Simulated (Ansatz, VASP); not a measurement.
**Two plane-wave programs on Au**

File INCAR:

```
SYSTEM = Au
PREC = Accurate
ENCUT = 520
EDIFF = 1E-6
ISMEAR = -1
SIGMA = 0.1
LREAL = .False.
LASPH = .True.
NELM = 80
ALGO = Normal
ISIF = 2
LWAVE = .False.
LCHARG = .False.
GGA = PS
NBANDS = 18
```

The input KPOINTS:

```
Automatic mesh
0
Gamma
  13 13 7
  0 0 0
```

File POSCAR:

```
Au
1.0
    2.8739896303      0.0000000000      0.0000000000
   -1.4369948151      2.4889483561      0.0000000000
    0.0000000000      0.0000000000      4.8362308261
Au
2
Direct
    0.3333333333      0.6666666667      0.7500000000
    0.6666666667      0.3333333333      0.2500000000
```

Input for Ansatz:

```yaml
crystal:
  lattice:
    - [2.8739896302615815, 0.0, 0.0]
    - [-1.4369948151307907, 2.4889483560936467, 0.0]
    - [0.0, 0.0, 4.836230826095351]
  atoms:
    - { symbol: Au, position: [0.3333333333333333, 0.6666666666666666, 0.75] }
    - { symbol: Au, position: [0.6666666666666666, 0.3333333333333333, 0.25] }
basis:
  ecutwfc: 500.0
kpoints:
  mp_grid:
    grid: [13, 13, 7]
hamiltonian:
  xc: pbesol
scf:
  occupations:
    method: fermi_dirac
output:
  stress: true
```

Alike in both runs: task single point; functional PBEsol; k mesh 13 × 13 × 7; no spin polarisation.

|  | VASP | Ansatz |
| --- | --- | --- |
| version | VASP 6.6.1 | Ansatz 0.2.0 |
| potentials or method | VASP PAW PBE potentials, release 64 (Au), cutoff 520 eV | plane waves, PAW |
| occupations | fermi-dirac, width 0.1 eV | fermi-dirac |
| valence electrons in the cell | 22 | 38 |

|  | VASP | Ansatz | Ansatz less VASP |
| --- | --- | --- | --- |
| pressure (GPa) | -2.9 | -2.7 | +0.27 |
| traceless stress, the component that is largest in VASP (GPa) | -0.38 | -0.38 | +0.008 |

VASP's potentials were made for PBE, not for PBEsol. VASP's potentials hold 22 valence electrons a cell and Ansatz's 38, so a difference there can come from the potentials and not from the codes.

Neither program's run includes spin-orbit coupling.
